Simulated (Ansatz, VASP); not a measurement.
Two plane-wave programs on GaAs

File POSCAR:

```
GaAs
1.0
    0.0000000000      2.6645247171      2.6645247171
    2.6645247171      0.0000000000      2.6645247171
    2.6645247171      2.6645247171      0.0000000000
Ga As
1 1
Direct
    0.0000000000      0.0000000000      0.0000000000
    0.5000000000      0.5000000000      0.5000000000
```

The input INCAR.step1:

```
SYSTEM = GaAs
ALGO     = Normal         ! electronic algorithm
EDIFF    = 1E-5           ! SCF threshold, eV
ENCUT    = 550            ! plane-wave cutoff, eV
GGA      = PE             ! functional
GGA_COMPAT= .FALSE.      
ISMEAR   = -1             ! smearing method
LASPH    = .TRUE.         ! aspherical terms in the spheres
LCHARG   = .FALSE.        ! write CHGCAR
LREAL    = .FALSE.        ! projectors in reciprocal space
LWAVE    = .TRUE.         ! write WAVECAR
NBANDS   = 16             ! bands
NELM     = 120            ! most SCF steps
PREC     = Accurate       ! precision mode
SIGMA    = 0.02           ! smearing width, eV
```

Contents of INCAR.step2:

```
SYSTEM = GaAs
ALGO     = Normal         ! electronic algorithm
EDIFF    = 1E-6           ! SCF threshold, eV
ENCUT    = 550            ! plane-wave cutoff, eV
GGA_COMPAT= .FALSE.      
ISIF     = 2              ! what is computed and relaxed
ISMEAR   = -1             ! smearing method
ISTART   = 1            
LASPH    = .TRUE.         ! aspherical terms in the spheres
LCHARG   = .FALSE.        ! write CHGCAR
LMIXTAU  = .TRUE.       
LREAL    = .FALSE.        ! projectors in reciprocal space
LWAVE    = .FALSE.        ! write WAVECAR
METAGGA  = R2SCAN         ! meta-GGA
NBANDS   = 16             ! bands
NELM     = 120            ! most SCF steps
PREC     = Accurate       ! precision mode
SIGMA    = 0.02           ! smearing width, eV
```

File KPOINTS:

```
k-points
0
G
  8 8 8
  0 0 0
```

Input for Ansatz:

```yaml
crystal:
  lattice:
    - [0.0, 2.6645247171, 2.6645247171]
    - [2.6645247171, 0.0, 2.6645247171]
    - [2.6645247171, 2.6645247171, 0.0]
  atoms:
    - { symbol: Ga, position: [0.0, 0.0, 0.0] }
    - { symbol: As, position: [0.5, 0.5, 0.5] }
kpoints:
  mp_grid: { grid: [8, 8, 8] }
  band_path:
    path:
      - [0.0, 0.0, 0.0]
      - [0.5, 0.0, 0.5]
      - [0.625, 0.25, 0.625]
      - [0.375, 0.375, 0.75]
      - [0.5, 0.5, 0.5]
      - [0.5, 0.25, 0.75]
      - [0.15, 0.15, 0.3]
    npoints: 1
hamiltonian:
  xc: r2scan
scf:
  occupations: { method: fermi_dirac, width: 0.02 }
  n_extra_bands: 4
output:
  forces: true
  stress: true
  eigenvalues: true
```

Alike in both runs: task single point; functional r2SCAN; k mesh 8 × 8 × 8; occupations fermi-dirac, width 0.02 eV; no spin polarisation.

```csv
,VASP,Ansatz
version,VASP 6.6.1,Ansatz 0.2.0
potentials or method,"VASP PAW PBE potentials, release 64 (Ga_d, As)","plane waves, PAW"
plane-wave cutoff (eV),550,500
valence electrons in the cell,18,28
```

```tsv
	VASP	Ansatz	Ansatz less VASP
pressure (GPa)	0.0	0.0	-0.04
```

VASP's potentials were made for PBE, not for r2SCAN. The functional is the same, so the differences come from potentials, cutoffs and numerics. VASP's potentials hold 18 valence electrons a cell and Ansatz's 28, so a difference there can come from the potentials and not from the codes.
